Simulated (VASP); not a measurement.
# InP (Fm-3m) in VASP: notebook

Runs on InP. Level: PBE. Tasks: electric field gradients.

Everything below comes from runs of VASP 6.6.1. Logs are shortened: lines on timing, memory, paths and dates and some standing lists are left out, and cuts for length are marked.

### Step 1. The cell of the first run

Symmetry: Fm-3m, No. 225, cubic system. The conventional cell has a = 5.593 Å, b = 5.593 Å, c = 5.593 Å, α = 90.00°, β = 90.00°, γ = 90.00°. Within 3.7 Å of In (site symmetry m-3m) lie 6 P at 2.80 Å. Within 3.7 Å of P (site symmetry m-3m) lie 6 In at 2.80 Å.

### Step 2. Electric field gradients, PBE (21.87 Å³/atom)

Input file INCAR:

```
SYSTEM = InP
ALGO = Normal
EDIFF = 1E-8
ENCUT = 520
GGA = PE
ISIF = 2
ISMEAR = -1
LASPH = .TRUE.
LCHARG = .FALSE.
LEFG = .TRUE.
LREAL = .FALSE.
LWAVE = .FALSE.
NBANDS = 16
NELM = 100
PREC = Accurate
SIGMA = 0.03
```

Input file KPOINTS:

```
k-points
0
G
  11 11 11
  0 0 0
```

Input file POSCAR:

```
InP
1.0
    0.0000000000      2.7967183404      2.7967183404
    2.7967183404      0.0000000000      2.7967183404
    2.7967183404      2.7967183404      0.0000000000
In P
1 1
Direct
    0.0000000000      0.0000000000      0.0000000000
    0.5000000000      0.5000000000      0.5000000000
```

Potentials or basis: VASP PAW PBE potentials, release 64 (In_d, P).

Launch:

```
> cat potpaw_PBE.64/In_d/POTCAR potpaw_PBE.64/P/POTCAR > POTCAR
> mpirun -np 1 vasp_std > vasp.out
```

OUTCAR:

```text
SYSTEM = InP
   EDIFF = 1E-8
   ENCUT = 520
   GGA = PE
   ISIF = 2
   ISMEAR = -1
   LASPH = .TRUE.
   LREAL = .FALSE.
   NELM = 100
   PREC = Accurate

 ion  position               nearest neighbor table
   1  0.000  0.000  0.000-   2 2.80   2 2.80   2 2.80   2 2.80   2 2.80   2 2.80
   2  0.500  0.500  0.500-   1 2.80   1 2.80   1 2.80   1 2.80   1 2.80   1 2.80

  LATTYP: Found a face centered cubic cell.
 ALAT       =     5.5934366808

  Lattice vectors:

 A1 = (   0.0000000000,   2.7967183404,   2.7967183404)
 A2 = (   2.7967183404,   0.0000000000,   2.7967183404)
 A3 = (   2.7967183404,   2.7967183404,   0.0000000000)

Analysis of symmetry for initial positions (statically):
=====================================================================
 Subroutine PRICEL returns:
 Original cell was already a primitive cell.

 Routine SETGRP: Setting up the symmetry group for a
 face centered cubic supercell.

 Subroutine GETGRP returns: Found 48 space group operations
 (whereof 48 operations were pure point group operations)
 out of a pool of 48 trial point group operations.

The static configuration has the point symmetry O_h .

Analysis of symmetry for dynamics (positions and initial velocities):
=====================================================================
 Subroutine PRICEL returns:
 Original cell was already a primitive cell.

 Routine SETGRP: Setting up the symmetry group for a
 face centered cubic supercell.

 Subroutine GETGRP returns: Found 48 space group operations
 (whereof 48 operations were pure point group operations)
 out of a pool of 48 trial point group operations.

The dynamic configuration has the point symmetry O_h .

 Subroutine INISYM returns: Found 48 space group operations
 (whereof 48 operations are pure point group operations),
 and found     1 'primitive' translations

----------------------------------------------------------------------------------------

                                     Primitive cell

  volume of cell :      43.7498

  direct lattice vectors                    reciprocal lattice vectors
[... 121 lines left out ...]
 maximum number of plane-waves:      1243
 NGX is ok and might be reduce to    30
   NGX = 15   NGY = 15   NGZ = 15

 number of electron      18.0000004 magnetization

 Free energy of the ion-electron system (eV)
  ---------------------------------------------------
  ext. energy  EPLUGINS =         0.00000000
  ---------------------------------------------------
  free energy    TOTEN  =        -7.91363940 eV

  energy without entropy =       -7.91164354  energy(sigma->0) =       -7.91264147

 E-fermi :   6.6560     XC(G=0): -10.2583

 val. band max:        6.6505698822   @ k =  -0.0909   0.0909   0.0000
 cond. band min:       6.6954780598   @ k =   0.3636   0.0000   0.0000
 fundamental gap:      0.0449081776
 Fermi energy:         6.6560177680

 k-point     1 :       0.0000    0.0000    0.0000
  band No.  band energies     occupation
      1      -7.5038      2.00000
      2      -7.5038      2.00000
      3      -7.4858      2.00000
      4      -7.4858      2.00000
      5      -7.4858      2.00000
      6      -5.1197      2.00000
[... 433 lines left out ...]
      3      -7.4830      2.00000
      4      -7.4532      2.00000
      5      -7.4411      2.00000
      6      -4.0866      2.00000
[... 8 lines left out ...]
     15      16.7333      0.00000
     16      17.6455      0.00000

 [... further k-points ...]

------------------------ aborting loop because EDIFF is reached ----------------------------------------

  FORCE on cell =-STRESS in cart. coord.  units (eV):
  Direction    XX          YY          ZZ          XY          YZ          ZX
  --------------------------------------------------------------------------------------
  -------------------------------------------------------------------------------------
  Total       -0.5660334     -0.5660334     -0.5660334      0.0000000      0.0000000     -0.0000000
  in kB      -20.7289101    -20.7289101    -20.7289101      0.0000000      0.0000000     -0.0000000
  external PRESSURE =     -20.7289101 kB  Pullay stress =       0.0000000 kB

 VOLUME and BASIS-vectors are now :
 -----------------------------------------------------------------------------
  energy-cutoff  :      520.00
  volume of cell :       43.75
      direct lattice vectors                 reciprocal lattice vectors
     0.000000000  2.796718340  2.796718340    -0.178780964  0.178780964  0.178780964
     2.796718340  0.000000000  2.796718340     0.178780964 -0.178780964  0.178780964
     2.796718340  2.796718340  0.000000000     0.178780964  0.178780964 -0.178780964

 POSITION                                       TOTAL-FORCE (eV/Angst)
 -----------------------------------------------------------------------------------
      0.00000      0.00000      0.00000         0.000000      0.000000      0.000000
      2.79672      2.79672      2.79672         0.000000      0.000000     -0.000000
 -----------------------------------------------------------------------------------
    total drift:                               -0.000000      0.000000      0.000000

  FREE ENERGIE OF THE ION-ELECTRON SYSTEM (eV)
  ---------------------------------------------------
  free  energy   TOTEN  =        -7.9136394000 eV

  energy  without entropy=       -7.9116435423  energy(sigma->0) =       -7.91264147

 Electric field gradients (V/A^2)
---------------------------------------------------------------------
 ion       V_xx      V_yy      V_zz      V_xy      V_xz      V_yz
---------------------------------------------------------------------
   1       0.000    -0.000    -0.000     0.001     0.001     0.001
   2      -0.000    -0.000    -0.000    -0.000    -0.000    -0.000
---------------------------------------------------------------------

 Electric field gradients after diagonalization (V/A^2)
 (convention: |V_zz| > |V_xx| > |V_yy|)
----------------------------------------------------------------------
 ion       V_xx      V_yy      V_zz     asymmetry (V_yy - V_xx)/ V_zz
----------------------------------------------------------------------
   1      -0.001    -0.001     0.003       0.000
   2       0.000     0.000    -0.001       0.000
----------------------------------------------------------------------

           NMR quadrupolar parameters

 Cq : quadrupolar parameter    Cq=e*Q*V_zz/h
 eta: asymmetry parameters     (V_yy - V_xx)/ V_zz
 Q  : nuclear electric quadrupole moment in mb (millibarn)
----------------------------------------------------------------------
 ion       Cq(MHz)       eta       Q (mb)
----------------------------------------------------------------------
   1       0.000       0.000       1.000
   2      -0.000       0.000       1.000
----------------------------------------------------------------------
```

OSZICAR:

```text
N       E                     dE             d eps       ncg     rms          rms(c)
DAV:   1     0.107812959301E+03    0.10781E+03   -0.84035E+03  1808   0.131E+03
DAV:   2    -0.130691067401E+01   -0.10912E+03   -0.10443E+03  1992   0.307E+02
DAV:   3    -0.804352487222E+01   -0.67366E+01   -0.66203E+01  2352   0.716E+01
DAV:   4    -0.820523156597E+01   -0.16171E+00   -0.16165E+00  2304   0.114E+01
DAV:   5    -0.821311636791E+01   -0.78848E-02   -0.78846E-02  2576   0.220E+00    0.452E+00
DAV:   6    -0.792070801899E+01    0.29241E+00   -0.53327E-01  2704   0.116E+01    0.257E+00
DAV:   7    -0.791359690810E+01    0.71111E-02   -0.69381E-02  2488   0.207E+00    0.114E+00
DAV:   8    -0.791349735102E+01    0.99557E-04   -0.53091E-03  2264   0.843E-01    0.109E-01
DAV:   9    -0.791360304152E+01   -0.10569E-03   -0.27299E-04  2632   0.229E-01    0.728E-02
DAV:  10    -0.791362851978E+01   -0.25478E-04   -0.32265E-05  2608   0.557E-02    0.283E-02
DAV:  11    -0.791363907299E+01   -0.10553E-04   -0.96243E-06  2288   0.278E-02    0.683E-03
DAV:  12    -0.791363950929E+01   -0.43629E-06   -0.82302E-07  2256   0.113E-02    0.441E-03
DAV:  13    -0.791363942249E+01    0.86794E-07   -0.94115E-08  2304   0.297E-03    0.104E-03
DAV:  14    -0.791363940354E+01    0.18955E-07   -0.98620E-09  1872   0.673E-04    0.642E-04
DAV:  15    -0.791363939998E+01    0.35591E-08   -0.59478E-10  1272   0.294E-04
   1 F= -.79136394E+01 E0= -.79126415E+01  d E =-.199586E-02
```

stdout:

```text
POSCAR found type information on POSCAR InP
 POSCAR found :  2 types and       2 ions
 scaLAPACK will be used
 LDA part: xc-table for (Slater+PW92), standard interpolation
 POSCAR, INCAR and KPOINTS ok, starting setup
 FFT: planning ... GRIDC
 FFT: planning ... GRID_SOFT
 FFT: planning ... GRID
 WAVECAR not read
 entering main loop
ion   1

ion   2
```

Wall time 54 s (1 thread of AMD EPYC 7R13, shared host); peak memory 0.16 GiB.

What came out:

* Free energy: -7.9136 eV
* Pressure: -2.1 GPa
* Band gap on the k mesh: zero (bands 9 and 10 overlap by 2.50 eV)
* Largest electric field gradient by atom: zero within the noise of the run

Caveat: spin-orbit coupling is left out, which moves the levels of the heavy elements.

### Step 3. Electric field gradients, PBE (22.34 Å³/atom)

This run uses another cell than the first one, of 22.34 Å³/atom.

Input file INCAR:

```
  PREC = Accurate
  ENCUT = 520
  EDIFF = 1E-8
  ISMEAR = -1
  SIGMA = 0.03
  LREAL = False
  LASPH = True
  NELM = 60
  ALGO = Normal
  ISIF = 2
  LWAVE = False
  LCHARG = False
  GGA = PE
  LEFG = True
  NBANDS = 16
```

Input file KPOINTS:

```
Automatic mesh
0
Gamma
  11 11 11
```

Input file POSCAR:

```
InP
1.0
    0.0000000000      2.8164141889      2.8164141889
    2.8164141889      0.0000000000      2.8164141889
    2.8164141889      2.8164141889      0.0000000000
In P
1 1
Direct
    0.0000000000      0.0000000000      0.0000000000
    0.5000000000      0.5000000000      0.5000000000
```

Potentials or basis: VASP PAW PBE potentials, release 64 (In_d, P).

Launch:

```
> cat potpaw_PBE.64/In_d/POTCAR potpaw_PBE.64/P/POTCAR > POTCAR
> mpirun -np 1 vasp_std > vasp.out
```

OUTCAR:

```text
PREC = Accurate
   ENCUT = 520
   EDIFF = 1E-8
   ISMEAR = -1
   LREAL = False
   LASPH = True
   NELM = 60
   ISIF = 2
   GGA = PE

 ion  position               nearest neighbor table
   1  0.000  0.000  0.000-   2 2.82   2 2.82   2 2.82   2 2.82   2 2.82   2 2.82
   2  0.500  0.500  0.500-   1 2.82   1 2.82   1 2.82   1 2.82   1 2.82   1 2.82

  LATTYP: Found a face centered cubic cell.
 ALAT       =     5.6328283778

  Lattice vectors:

 A1 = (   0.0000000000,   2.8164141889,   2.8164141889)
 A2 = (   2.8164141889,   0.0000000000,   2.8164141889)
 A3 = (   2.8164141889,   2.8164141889,   0.0000000000)

Analysis of symmetry for initial positions (statically):
=====================================================================
 Subroutine PRICEL returns:
 Original cell was already a primitive cell.

 Routine SETGRP: Setting up the symmetry group for a
 face centered cubic supercell.

 Subroutine GETGRP returns: Found 48 space group operations
 (whereof 48 operations were pure point group operations)
 out of a pool of 48 trial point group operations.

The static configuration has the point symmetry O_h .

Analysis of symmetry for dynamics (positions and initial velocities):
=====================================================================
 Subroutine PRICEL returns:
 Original cell was already a primitive cell.

 Routine SETGRP: Setting up the symmetry group for a
 face centered cubic supercell.

 Subroutine GETGRP returns: Found 48 space group operations
 (whereof 48 operations were pure point group operations)
 out of a pool of 48 trial point group operations.

[... 158 lines left out ...]
      2      -7.7305      2.00000
      3      -7.7139      2.00000
      4      -7.7139      2.00000
      5      -7.7139      2.00000
      6      -5.2187      2.00000
[... 433 lines left out ...]
      3      -7.7109      2.00000
      4      -7.6836      2.00000
      5      -7.6719      2.00000
      6      -4.2159      2.00000
[... 8 lines left out ...]
     15      16.3547      0.00000
     16      17.3213      0.00000

 [... further k-points ...]

------------------------ aborting loop because EDIFF is reached ----------------------------------------

  FORCE on cell =-STRESS in cart. coord.  units (eV):
  Direction    XX          YY          ZZ          XY          YZ          ZX
  --------------------------------------------------------------------------------------
  -------------------------------------------------------------------------------------
  Total       -0.9327435     -0.9327435     -0.9327435      0.0000000     -0.0000000      0.0000000
  in kB      -33.4466984    -33.4466984    -33.4466984      0.0000000     -0.0000000      0.0000000
  external PRESSURE =     -33.4466984 kB  Pullay stress =       0.0000000 kB

 VOLUME and BASIS-vectors are now :
 -----------------------------------------------------------------------------
  energy-cutoff  :      520.00
  volume of cell :       44.68
      direct lattice vectors                 reciprocal lattice vectors
     0.000000000  2.816414189  2.816414189    -0.177530706  0.177530706  0.177530706
     2.816414189  0.000000000  2.816414189     0.177530706 -0.177530706  0.177530706
     2.816414189  2.816414189  0.000000000     0.177530706  0.177530706 -0.177530706

 POSITION                                       TOTAL-FORCE (eV/Angst)
 -----------------------------------------------------------------------------------
      0.00000      0.00000      0.00000         0.000000      0.000000     -0.000000
      2.81641      2.81641      2.81641         0.000000      0.000000      0.000000
 -----------------------------------------------------------------------------------
    total drift:                               -0.000000      0.000000      0.000000

  FREE ENERGIE OF THE ION-ELECTRON SYSTEM (eV)
  ---------------------------------------------------
  free  energy   TOTEN  =        -7.8981308540 eV

  energy  without entropy=       -7.8959465716  energy(sigma->0) =       -7.89703871

 Electric field gradients (V/A^2)
---------------------------------------------------------------------
 ion       V_xx      V_yy      V_zz      V_xy      V_xz      V_yz
---------------------------------------------------------------------
   1      -0.000     0.000    -0.000     0.000     0.000     0.000
   2       0.000    -0.000    -0.000    -0.000    -0.000    -0.000
---------------------------------------------------------------------

 Electric field gradients after diagonalization (V/A^2)
 (convention: |V_zz| > |V_xx| > |V_yy|)
----------------------------------------------------------------------
 ion       V_xx      V_yy      V_zz     asymmetry (V_yy - V_xx)/ V_zz
----------------------------------------------------------------------
   1      -0.000    -0.000     0.001       0.000
   2       0.000     0.000    -0.001       0.000
----------------------------------------------------------------------

           NMR quadrupolar parameters

 Cq : quadrupolar parameter    Cq=e*Q*V_zz/h
 eta: asymmetry parameters     (V_yy - V_xx)/ V_zz
 Q  : nuclear electric quadrupole moment in mb (millibarn)
----------------------------------------------------------------------
 ion       Cq(MHz)       eta       Q (mb)
----------------------------------------------------------------------
   1       0.000       0.000       1.000
   2      -0.000       0.000       1.000
----------------------------------------------------------------------
```

OSZICAR:

```text
N       E                     dE             d eps       ncg     rms          rms(c)
DAV:   1     0.105232903006E+03    0.10523E+03   -0.85180E+03  1832   0.131E+03
DAV:   2    -0.166343144623E+01   -0.10690E+03   -0.10211E+03  1992   0.293E+02
DAV:   3    -0.803420873342E+01   -0.63708E+01   -0.62928E+01  2400   0.693E+01
DAV:   4    -0.818615999879E+01   -0.15195E+00   -0.15190E+00  2264   0.111E+01
DAV:   5    -0.819274207292E+01   -0.65821E-02   -0.65819E-02  2664   0.202E+00    0.435E+00
DAV:   6    -0.790419127597E+01    0.28855E+00   -0.53323E-01  2672   0.113E+01    0.248E+00
DAV:   7    -0.789801226131E+01    0.61790E-02   -0.66995E-02  2408   0.197E+00    0.111E+00
DAV:   8    -0.789798257862E+01    0.29683E-04   -0.51598E-03  2288   0.823E-01    0.103E-01
DAV:   9    -0.789809187281E+01   -0.10929E-03   -0.27741E-04  2576   0.227E-01    0.699E-02
DAV:  10    -0.789811984034E+01   -0.27968E-04   -0.33001E-05  2448   0.537E-02    0.259E-02
DAV:  11    -0.789813051746E+01   -0.10677E-04   -0.96972E-06  2208   0.263E-02    0.669E-03
DAV:  12    -0.789813096395E+01   -0.44649E-06   -0.85375E-07  2288   0.114E-02    0.381E-03
DAV:  13    -0.789813088174E+01    0.82201E-07   -0.71429E-08  2264   0.282E-03    0.102E-03
DAV:  14    -0.789813085308E+01    0.28661E-07   -0.16283E-08  2128   0.789E-04    0.570E-04
DAV:  15    -0.789813085399E+01   -0.90927E-09   -0.32610E-10  1264   0.206E-04
   1 F= -.78981309E+01 E0= -.78970387E+01  d E =-.218428E-02
```

Run time: 53 s. Hardware: 1 thread of AMD EPYC 7R13, shared host; peak memory 0.16 GiB.

Results:

```
Free energy                             : -7.8981 eV
Pressure                                : -3.3 GPa
Band gap on the k mesh                  : zero (bands 9 and 10 overlap by 2.43 eV)
Largest electric field gradient by atom : zero within the noise of the run
```

Levels at points of the mesh, in eV from the Fermi level:
| k point | band 5 | band 6 | band 7 | band 8 | band 9 | band 10 | band 11 | band 12 | band 13 | band 14 |
| --- | --- | --- | --- | --- | --- | --- | --- | --- | --- | --- |
| (0.00, 0.00, 0.00) | -14.12 | -11.63 | -0.23 | -0.23 | -0.23 | 0.14 | 7.11 | 7.11 | 7.11 | 8.19 |

Caveat: the cell stands under tension; spin-orbit coupling is left out, which moves the levels of the heavy elements.
